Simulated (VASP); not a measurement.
Wanted: the native input for a VASP 6.6.1 run.

```yaml
Task: density of states
Functional: PBE
Potentials_or_basis: VASP PAW PBE potentials, release 64 (In_d, Sb)
Cutoff: 520 eV
k_mesh: 9 × 9 × 9
Occupations: fermi-dirac, width 0.1 eV
Spin: no spin polarisation
Dipole_correction: no
k_mesh_for_the_DOS: 14 × 14 × 14
Occupations_for_the_DOS: tetrahedron
Further_INCAR_settings: ALGO = Normal; EDIFF = 1e-06
```

The system is InSb.

```xyz
2
Lattice="0.0000 3.2775 3.2775 3.2775 0.0000 3.2775 3.2775 3.2775 0.0000" Properties=species:S:1:pos:R:3 pbc="T T T"
In    0.0000    0.0000    0.0000
Sb    1.6388    1.6388    1.6388
```

These files were run (other wordings do the same):

POSCAR

```
InSb
1.0
    0.0000000000      3.2775330000      3.2775330000
    3.2775330000      0.0000000000      3.2775330000
    3.2775330000      3.2775330000      0.0000000000
In Sb
1 1
Direct
    0.0000000000      0.0000000000      0.0000000000
    0.2500000000      0.2500000000      0.2500000000
```

INCAR.step1

```
SYSTEM = InSb
PREC = Accurate
ENCUT = 520
EDIFF = 1E-6
ISMEAR = -1
SIGMA = 0.1
LREAL = .False.
LASPH = .True.
NELM = 100
ALGO = Normal
ISIF = 2
LWAVE = .False.
LCHARG = .True.
GGA = PE
NBANDS = 16
```

KPOINTS.step1

```
regular mesh
0
Gamma
  9 9 9
  0 0 0
```

INCAR.step2

```
SYSTEM = InSb
PREC = Accurate
ENCUT = 520
EDIFF = 1E-6
ISMEAR = -5
SIGMA = 0.1
LREAL = .False.
LASPH = .True.
NELM = 100
ALGO = Normal
ISIF = 2
LWAVE = .False.
LCHARG = .False.
GGA = PE
LORBIT = 11
NEDOS = 1001
ICHARG = 11
```

KPOINTS.step2

```
regular mesh
0
Gamma
  14 14 14
  0 0 0
```

Potentials or basis: VASP PAW PBE potentials, release 64 (In_d, Sb).

Run with:

```bash
$ cat potpaw_PBE.64/In_d/POTCAR potpaw_PBE.64/Sb/POTCAR > POTCAR
$ cp INCAR.step1 INCAR
$ cp KPOINTS.step1 KPOINTS
$ mpirun -np 1 vasp_std > vasp.out
$ cp INCAR.step2 INCAR
$ cp KPOINTS.step2 KPOINTS
$ mpirun -np 1 vasp_std > vasp.out
```

It gave:

* Valence electrons inside the program's atomic spheres: In 11.42; Sb 2.47

Caveat: spin-orbit coupling is left out, which moves the levels of the heavy elements.

It took 68 s on 1 thread of AMD EPYC 9R45 96-Core Processor (Zen 5) (shared host), peak memory 0.24 GiB.
